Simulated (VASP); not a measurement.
Write the native input for VASP 6.6.1 that does the following.

```
Task                   : single point
Functional             : PBE
Potentials or basis    : VASP PAW PBE potentials, release 64 (Cs_sv, Pb_d, Cl)
Cutoff                 : 520 eV
k mesh                 : 6 × 6 × 6
Occupations            : gaussian, width 0.05 eV
Spin                   : no spin polarisation
Dipole correction      : no
Further INCAR settings : ALGO = Normal; EDIFF = 1e-06; NBANDS = 30
```

The structure of CsPbCl3 lies in POSCAR:

```
CsPbCl3
1.0
    5.4368500000      0.0000000000      0.0000000000
    0.0000000000      5.7731500000      0.0000000000
    0.0000000000      0.0000000000      5.6050000000
Cs Pb Cl
1 1 3
Direct
    0.0000000000      0.0000000000      0.0000000000
    0.5000000000      0.5000000000      0.5000000000
    0.0000000000      0.5000000000      0.5000000000
    0.5000000000      0.0000000000      0.5000000000
    0.5000000000      0.5000000000      0.0000000000
```

This cell differs from its parent crystal: strain -0.0300 x Voigt [1, -1, 0, 0, 0, 0].

The input as run:

INCAR

```
ALGO = Normal ; EDIFF = 1E-6
ENCUT = 520 ; GGA = PE
ISIF = 2 ; ISMEAR = 0
LASPH = T ; LCHARG = F
LREAL = F ; LWAVE = F
NBANDS = 30 ; NELM = 100
PREC = Accurate ; SIGMA = 0.05
```

KPOINTS

```
k-points
0
Gamma
  6 6 6
```

Potentials or basis: VASP PAW PBE potentials, release 64 (Cs_sv, Pb_d, Cl).

Command:

```console
$ cat potpaw_PBE.64/Cs_sv/POTCAR potpaw_PBE.64/Pb_d/POTCAR potpaw_PBE.64/Cl/POTCAR > POTCAR
$ mpirun -np 1 vasp_std > vasp.out
```

It gave:

| Item | Value |
| --- | --- |
| Pressure | 1.9 GPa |
| Band gap on the k mesh | 1.68 eV |

Caveat: the cell differs from its parent crystal (strain -0.0300 x Voigt [1, -1, 0, 0, 0, 0]); spin-orbit coupling is left out, which moves the levels of the heavy elements.

Run time: 2.7 min on 1 thread of Intel(R) Xeon(R) Platinum 8559C (Emerald Rapids), on a shared host, peak memory 0.47 GiB.
